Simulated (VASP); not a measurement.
# Re (P6_3/mmc) in VASP: further runs

The runs below take Re through single point, with PBEsol.

Everything below comes from runs of VASP 6.6.1. Logs are shortened: lines on timing, memory, paths and dates and some standing lists are left out, and cuts for length are marked.

### 1 The cell of the first run

It takes space group P6_3/mmc (No. 194, hexagonal). The conventional cell has a = 2.721 Å, b = 2.721 Å, c = 4.621 Å, α = 90.00°, β = 90.00°, γ = 120.00°. Re (site symmetry -6m2) has 12 Re at 2.72 to 2.79 Å within 3.6 Å.

### 2 Single point, PBEsol

INCAR reads:

```
  PREC = Accurate
  ENCUT = 520
  EDIFF = 1E-6
  ISMEAR = 0
  SIGMA = 0.15
  LREAL = False
  LASPH = True
  NELM = 100
  ALGO = Normal
  ISIF = 2
  LWAVE = False
  LCHARG = False
  GGA = PS
  NBANDS = 14
```

KPOINTS reads:

```
Automatic mesh
0
Gamma
  21 21 12
```

POSCAR reads:

```
Re
1.0
    2.7207263780      0.0000000000      0.0000000000
   -1.3603631890      2.3562181601      0.0000000000
    0.0000000000      0.0000000000      4.6214800260
Re
2
Direct
    0.3333333333      0.6666666667      0.2500000000
    0.6666666667      0.3333333333      0.7500000000
```

Potentials or basis: VASP PAW PBE potentials, release 64 (Re).

Launch:

```console
cat potpaw_PBE.64/Re/POTCAR > POTCAR
mpirun -np 1 vasp_std > vasp.out
```

OUTCAR:

```text
PREC = Accurate
   ENCUT = 520
   EDIFF = 1E-6
   ISMEAR = 0
   LREAL = False
   LASPH = True
   NELM = 100
   ISIF = 2
   GGA = PS

 ion  position               nearest neighbor table
   1  0.333  0.667  0.250-   2 2.79   2 2.79   2 2.79   2 2.79   2 2.79   2 2.79
   2  0.667  0.333  0.750-   1 2.79   1 2.79   1 2.79   1 2.79   1 2.79   1 2.79

  LATTYP: Found a hexagonal cell.
 ALAT       =     2.7207263780
 C/A-ratio  =     1.6986199213

  Lattice vectors:

 A1 = (   2.7207263780,   0.0000000000,   0.0000000000)
 A2 = (  -1.3603631890,   2.3562181601,   0.0000000000)
 A3 = (   0.0000000000,   0.0000000000,   4.6214800260)

Analysis of symmetry for initial positions (statically):
=====================================================================
 Subroutine PRICEL returns:
 Original cell was already a primitive cell.

 Routine SETGRP: Setting up the symmetry group for a
 hexagonal supercell.

 Subroutine GETGRP returns: Found 24 space group operations
 (whereof 12 operations were pure point group operations)
 out of a pool of 24 trial point group operations.

The static configuration has the point symmetry D_3d.
 The point group associated with its full space group is D_6h.

Analysis of symmetry for dynamics (positions and initial velocities):
=====================================================================
 Subroutine PRICEL returns:
 Original cell was already a primitive cell.

 Routine SETGRP: Setting up the symmetry group for a
 hexagonal supercell.

 Subroutine GETGRP returns: Found 24 space group operations
 (whereof 12 operations were pure point group operations)
 out of a pool of 24 trial point group operations.

The dynamic configuration has the point symmetry D_3d.
 The point group associated with its full space group is D_6h.

 Subroutine INISYM returns: Found 24 space group operations
 (whereof 12 operations are pure point group operations),
 and found     1 'primitive' translations

----------------------------------------------------------------------------------------

                                     Primitive cell

  volume of cell :      29.6266

  direct lattice vectors                    reciprocal lattice vectors
     2.720726378  0.000000000  0.000000000     0.367548905  0.212204459  0.000000000
    -1.360363189  2.356218160  0.000000000     0.000000000  0.424408918  0.000000000
     0.000000000  0.000000000  4.621480026     0.000000000  0.000000000  0.216380898

  length of vectors
     2.720726378  2.720726378  4.621480026     0.424408918  0.424408918  0.216380898

  position of ions in fractional coordinates (direct lattice)
     0.333333333  0.666666667  0.250000000
     0.666666667  0.333333333  0.750000000

  ion indices of the primitive-cell ions
   primitive index   ion index
                 1           1
                 2           2

----------------------------------------------------------------------------------------

 KPOINTS: Automatic mesh

Automatic generation of k-mesh.
 Grid dimensions read from file:
 generate k-points for:   21   21   12

 Generating k-lattice:

  Cartesian coordinates                     Fractional coordinates (reciprocal lattice)
     0.017502329  0.010104974  0.000000000     0.047619048  0.000000000  0.000000000
     0.000000000  0.020209948  0.000000000     0.000000000  0.047619048  0.000000000
     0.000000000  0.000000000  0.018031742     0.000000000  0.000000000  0.083333333

  Length of vectors
     0.020209948  0.020209948  0.018031742

  Shift w.r.t. Gamma in fractional coordinates (k-lattice)
     0.000000000  0.000000000  0.000000000

 Subroutine IBZKPT returns following result:
 ===========================================

 Found    336 irreducible k-points:

 Following reciprocal coordinates:
            Coordinates               Weight
  0.000000  0.000000  0.000000      1.000000
  0.047619  0.000000  0.000000      6.000000
  0.095238  0.000000  0.000000      6.000000
  0.142857  0.000000  0.000000      6.000000
  0.190476  0.000000  0.000000      6.000000
  0.238095  0.000000  0.000000      6.000000
[... 16 lines left out ...]
  0.142857  0.095238  0.000000     12.000000
  0.190476  0.095238  0.000000     12.000000
 [... further k-points ...]
   k-points           NKPTS =    336   k-points in BZ     NKDIM =    336   number of bands    NBANDS=     14
   number of dos      NEDOS =    301   number of ions     NIONS =      2
   total plane-waves  NPLWV =  14400
   dimension x,y,z NGX =    20 NGY =   20 NGZ =   36
   dimension x,y,z NGXF=    40 NGYF=   40 NGZF=   72
   ions per type =               2
   NGX,Y,Z   is equivalent  to a cutoff of  12.22, 12.22, 12.95 a.u.
   NGXF,Y,Z  is equivalent  to a cutoff of  24.44, 24.44, 25.90 a.u.
 SYSTEM =  unknown system
   PREC   = accura    normal or accurate (medium, high low for compatibility)
   ISTART =      0    job   : 0-new  1-cont  2-samecut
   ICHARG =      2    charge: 1-file 2-atom 10-const
   ISPIN  =      1    spin polarized calculation?
   LNONCOLLINEAR =      F non collinear calculations
   LSORBIT =      F    spin-orbit coupling
   LASPH  =      T    aspherical Exc in radial PAW
   ENCUT  =  520.0 eV  38.22 Ry    6.18 a.u.   5.06  5.06  8.59*2*pi/ulx,y,z
   NELM   =    100;   NELMIN=  2; NELMDL= -5     # of ELM steps
   EDIFF  = 0.1E-05   stopping-criterion for ELM
   LREAL  =      F    real-space projection
   EDIFFG = 0.1E-04   stopping-criterion for IOM
   NSW    =      0    number of steps for IOM
   IBRION =     -1    ionic relax: 0-MD 1-quasi-New 2-CG
   NFREE  =      0    steps in history (QN), initial steepest desc. (CG)
   ISIF   =      2    stress and relaxation
   ISYM   =      2    0-nonsym 1-usesym 2-fastsym
   POTIM  = 0.5000    time-step for ionic-motion
   TEBEG  =    0.0;   TEEND  =   0.0 temperature during run
   PSTRESS=    0.0 pullay stress
   NELECT =      14.0000    total number of electrons
   NUPDOWN=      -1.0000    fix difference up-down
   EMIN   =  10.00;   EMAX   =-10.00  energy-range for DOS
   EFERMI =   0.00;   METHOD = LEGACY
   ISMEAR =     0;   SIGMA  =   0.15  broadening in eV -4-tet -1-fermi 0-gaus
   EFERMI_NEDOS =   21; number of points for ismear=-14 and -15
   IALGO  =     38    algorithm
   IMIX   =      4    mixing-type and parameters
     AMIX     =   0.40;   BMIX     =  1.00
     AMIX_MAG =   1.60;   BMIX_MAG =  1.00
  volume/ion in A,a.u.               =      14.81        99.96
  Fermi-wavevector in a.u.,A,eV,Ry     =   1.275138  2.409661 22.122743  1.625976
  Thomas-Fermi vector in A             =   2.407867
   LORBIT       =      0    0 simple, 1 ext, 2 COOP (PROOUT), +10 PAW based schemes
   GGA     = PS    functional components
   LHFCALC =     F    Hartree Fock is set to
   AEXX    =    0.0000 exact exchange contribution
   IVDW    =     0    specifies the selected vdW correction
   LEPSILON=     F    determine dielectric tensor
   LRPA    =     F    only Hartree local field effects (RPA)
 non-spin polarized calculation
 Gauss-broadening in eV      SIGMA  =   0.15
  energy-cutoff  :      520.00
  volume of cell :       29.63
 maximum number of plane-waves:       825
   NGX = 11   NGY = 11   NGZ = 17

 number of electron      13.9999999 magnetization

 Free energy of the ion-electron system (eV)
  ---------------------------------------------------
  ext. energy  EPLUGINS =         0.00000000
  ---------------------------------------------------
  free energy    TOTEN  =       -26.66155228 eV

  energy without entropy =      -26.64442612  energy(sigma->0) =      -26.65298920

 E-fermi :   7.7154     XC(G=0): -13.7819

 val. band max:        7.7140764325   @ k =   0.2857   0.0476   0.4167
 cond. band min:       7.7239104535   @ k =   0.3810   0.2381   0.4167
 fundamental gap:      0.0098340210
 Fermi energy:         7.7154082265

 k-point     1 :       0.0000    0.0000    0.0000
  band No.  band energies     occupation
      1      -2.2137      2.00000
      2       0.9522      2.00000
      3       5.4731      2.00000
      4       6.1566      2.00000
      5       6.1566      2.00000
      6       6.8474      2.00000
      7       6.8474      2.00000
      8       7.6934      1.16403
      9       8.2870      0.00000
     10       8.2870      0.00000
     11      11.0072      0.00000
     12      11.0072      0.00000
     13      16.9316      0.00000
     14      22.1027      0.00000

 k-point     2 :       0.0476    0.0000    0.0000
  band No.  band energies     occupation
      1      -2.1169      2.00000
      2       1.0491      2.00000
      3       5.4385      2.00000
      4       6.1580      2.00000
      5       6.2463      2.00000
      6       6.7713      2.00000
      7       6.9334      2.00000
      8       7.3994      1.99712
      9       8.1777      0.00001
     10       8.2118      0.00000
     11      11.0493      0.00000
     12      11.3879      0.00000
     13      16.9182      0.00000
     14      22.3216      0.00000

 k-point     3 :       0.0952    0.0000    0.0000
  band No.  band energies     occupation
      1      -1.8332      2.00000
      2       1.3274      2.00000
      3       5.2875      2.00000
      4       6.2150      2.00000
      5       6.5131      2.00000
      6       6.5873      2.00000
      7       6.7045      2.00000
      8       7.1891      2.00000
      9       7.9529      0.02515
     10       8.0085      0.00572
     11      11.1560      0.00000
     12      12.2519      0.00000
     13      16.8668      0.00000
     14      22.9381      0.00000
[... 324 lines left out ...]
 k-point    23 :       0.1429    0.0952    0.0000
  band No.  band energies     occupation
      1      -0.5456      2.00000
      2       2.4519      2.00000
      3       4.5246      2.00000
      4       4.8967      2.00000
      5       5.8549      2.00000
      6       6.6970      2.00000
      7       6.8670      2.00000
      8       7.7623      0.65849
      9       7.9046      0.07448
     10       8.5955      0.00000
     11      11.2967      0.00000
     12      14.9071      0.00000
     13      16.5255      0.00000
     14      24.3908      0.00000

 k-point    24 :       0.1905    0.0952    0.0000
  band No.  band energies     occupation
      1       0.1131      2.00000
      2       2.7866      2.00000
      3       4.2511      2.00000
      4       4.3902      2.00000
      5       5.6466      2.00000
      6       6.3509      2.00000
      7       7.3524      1.99938
      8       7.4710      1.97882
      9       8.6759      0.00000
     10       9.3830      0.00000
     11      11.3377      0.00000
     12      15.9862      0.00000
     13      16.3480      0.00000
     14      23.2872      0.00000

 [... further k-points ...]
[... 5 lines left out ...]
  --------------------------------------------------------------------------------------
  -------------------------------------------------------------------------------------
  Total        0.3850005      0.3850005     -4.0113113      0.0000000      0.0000000      0.0000000
  in kB       20.8204644     20.8204644   -216.9279428      0.0000000      0.0000000      0.0000000
  external PRESSURE =     -58.4290046 kB  Pullay stress =       0.0000000 kB

 VOLUME and BASIS-vectors are now :
 -----------------------------------------------------------------------------
  energy-cutoff  :      520.00
  volume of cell :       29.63
      direct lattice vectors                 reciprocal lattice vectors
     2.720726378  0.000000000  0.000000000     0.367548905  0.212204459  0.000000000
    -1.360363189  2.356218160  0.000000000     0.000000000  0.424408918  0.000000000
     0.000000000  0.000000000  4.621480026     0.000000000  0.000000000  0.216380898

 POSITION                                       TOTAL-FORCE (eV/Angst)
 -----------------------------------------------------------------------------------
     -0.00000      1.57081      1.15537         0.000000     -0.000000      0.000000
      1.36036      0.78541      3.46611        -0.000000      0.000000      0.000000
 -----------------------------------------------------------------------------------
    total drift:                               -0.000000      0.000000     -0.000000

  FREE ENERGIE OF THE ION-ELECTRON SYSTEM (eV)
  ---------------------------------------------------
  free  energy   TOTEN  =       -26.6615522823 eV

  energy  without entropy=      -26.6444261171  energy(sigma->0) =      -26.65298920
```

Wall time 2.8 min (1 thread of Oxide Virtual Turin-like, shared host); peak memory 0.21 GiB.

What came out:

* Free energy: -26.6616 eV
* Pressure: -5.8 GPa
* Band gap on the k mesh: zero (band 7 reaches 9.21 eV, above the bottom of band 8 at 6.13 eV)

Levels at points of the mesh, in eV from the Fermi level:
| k point | band 3 | band 4 | band 5 | band 6 | band 7 | band 8 | band 9 | band 10 | band 11 | band 12 |
| --- | --- | --- | --- | --- | --- | --- | --- | --- | --- | --- |
| (0.00, 0.00, 0.00) | -2.24 | -1.56 | -1.56 | -0.87 | -0.87 | -0.02 | 0.57 | 0.57 | 3.29 | 3.29 |
| (0.00, 0.00, 0.50) | -2.75 | -2.75 | -1.59 | -1.59 | -1.59 | -1.59 | 2.46 | 2.46 | 2.46 | 2.46 |

Caveat: the PAW data sets were made with another functional, which shifts forces and pressure a little; spin-orbit coupling is left out, which moves the levels of the heavy elements.

### 3 Single point, PBEsol

This run uses another cell than the first one, of the same volume but with other edges.

INCAR reads:

```
SYSTEM = Re
PREC = Accurate
ENCUT = 520
EDIFF = 1E-6
ISMEAR = 0
SIGMA = 0.15
LREAL = .False.
LASPH = .True.
NELM = 80
ALGO = Normal
ISIF = 2
LWAVE = .False.
LCHARG = .False.
GGA = PS
NBANDS = 14
```

KPOINTS reads:

```
regular mesh
0
Gamma
  21 21 12
  0 0 0
```

POSCAR reads:

```
Re
1.0
    2.9788683117      0.0000000000      0.0000000000
   -1.4894341559      2.5797756325      0.0000000000
    0.0000000000      0.0000000000      3.8552114721
Re
2
Direct
    0.3333333333      0.6666666667      0.2500000000
    0.6666666667      0.3333333333      0.7500000000
```

Potentials or basis: VASP PAW PBE potentials, release 64 (Re).

Launch:

```console
cat potpaw_PBE.64/Re/POTCAR > POTCAR
mpirun -np 1 vasp_std > vasp.out
```

Wall time 2.4 min (1 thread of Oxide Virtual Turin-like, shared host); peak memory 0.21 GiB.

Results (log left out):

```yaml
Free_energy: -25.7750 eV
Pressure: 7.7 GPa
Band_gap_on_the_k_mesh: zero (band 7 reaches 9.04 eV, above the bottom of band 8 at 6.53 eV)
```

Stress tensor (GPa, compression positive):
```
-11.59   0.00   0.00
  0.00 -11.59   0.00
  0.00   0.00  46.20
```

Levels at points of the mesh, in eV from the Fermi level:
| k point | band 3 | band 4 | band 5 | band 6 | band 7 | band 8 | band 9 | band 10 | band 11 | band 12 |
| --- | --- | --- | --- | --- | --- | --- | --- | --- | --- | --- |
| (0.00, 0.00, 0.00) | -2.41 | -2.41 | -1.94 | -1.94 | -0.87 | -0.87 | 0.67 | 3.05 | 3.05 | 3.16 |
| (0.00, 0.00, 0.50) | -3.29 | -3.29 | -3.29 | -3.29 | -1.22 | -1.22 | 2.94 | 2.94 | 2.94 | 2.94 |

Caveat: the PAW data sets were made with another functional, which shifts forces and pressure a little; spin-orbit coupling is left out, which moves the levels of the heavy elements.

### 4 Single point, PBEsol

This run uses another cell than the first one, of the same volume but with other edges.

INCAR reads:

```
PREC     = Accurate       # precision mode
ENCUT    = 520            # plane-wave cutoff, eV
EDIFF    = 1E-6           # SCF threshold, eV
ISMEAR   = 0              # smearing method
SIGMA    = 0.15           # smearing width, eV
LREAL    = False          # projectors in reciprocal space
LASPH    = True           # aspherical terms in the spheres
NELM     = 80             # most SCF steps
ALGO     = Normal         # electronic algorithm
ISIF     = 2              # what is computed and relaxed
LWAVE    = False          # write WAVECAR
LCHARG   = False          # write CHGCAR
GGA      = PS             # functional
NBANDS   = 14             # bands
```

KPOINTS reads:

```
regular mesh
0
Gamma
  21 21 12
```

POSCAR reads:

```
Re
1.0
    2.5337680146      0.0000000000      0.0000000000
   -1.2668840073      2.1943074680      0.0000000000
    0.0000000000      0.0000000000      5.3286490221
Re
2
Direct
    0.3333333333      0.6666666667      0.2500000000
    0.6666666667      0.3333333333      0.7500000000
```

Launch:

```console
cat potpaw_PBE.64/Re/POTCAR > POTCAR
mpirun -np 1 vasp_std > vasp.out
```

Wall time 2.2 min (1 thread of Oxide Virtual Turin-like, shared host); peak memory 0.21 GiB.

Results (log left out):

| Quantity | Value |
| --- | --- |
| Free energy | -24.8678 eV |
| Pressure | 23.5 GPa |
| Band gap on the k mesh | zero (band 7 reaches 9.69 eV, above the bottom of band 8 at 6.44 eV) |

Stress tensor (GPa, compression positive):
```
 58.02   0.00   0.00
  0.00  58.02   0.00
  0.00   0.00 -45.51
```

Levels at points of the mesh, in eV from the Fermi level:
| k point | band 4 | band 5 | band 6 | band 7 | band 8 | band 9 | band 10 | band 11 |
| --- | --- | --- | --- | --- | --- | --- | --- | --- |
| (0.00, 0.00, 0.00) | -2.27 | -1.86 | -1.86 | -1.60 | -1.60 | 2.05 | 2.05 | 3.25 |
| (0.00, 0.00, 0.50) | -4.49 | -1.77 | -1.77 | -1.77 | -1.77 | 2.71 | 2.71 | 2.71 |

Caveat: the PAW data sets were made with another functional, which shifts forces and pressure a little; spin-orbit coupling is left out, which moves the levels of the heavy elements.

### 5 The runs side by side

| cell | gap on the mesh (eV) | pressure (GPa) |
| --- | --- | --- |
| a = 2.721, b = 2.721, c = 4.621 Å, angles 90.0, 90.0, 120.0°, 2 atoms | none | -5.8 |
| a = 2.979, b = 2.979, c = 3.855 Å, angles 90.0, 90.0, 120.0°, 2 atoms | none | 7.7 |
| a = 2.534, b = 2.534, c = 5.329 Å, angles 90.0, 90.0, 120.0°, 2 atoms | none | 23.5 |

Alike in all rows: task single point; level PBEsol; potentials or basis VASP PAW PBE potentials, release 64 (Re); no spin polarisation; k mesh 21 × 21 × 12; cutoff (eV) 520; smearing gaussian 0.15 eV.

Caveats: the PAW data sets were made with another functional, which shifts forces and pressure a little; spin-orbit coupling is left out, which moves the levels of the heavy elements.

Total energies depend on the potentials used, so only differences within one code and one set of settings carry meaning.
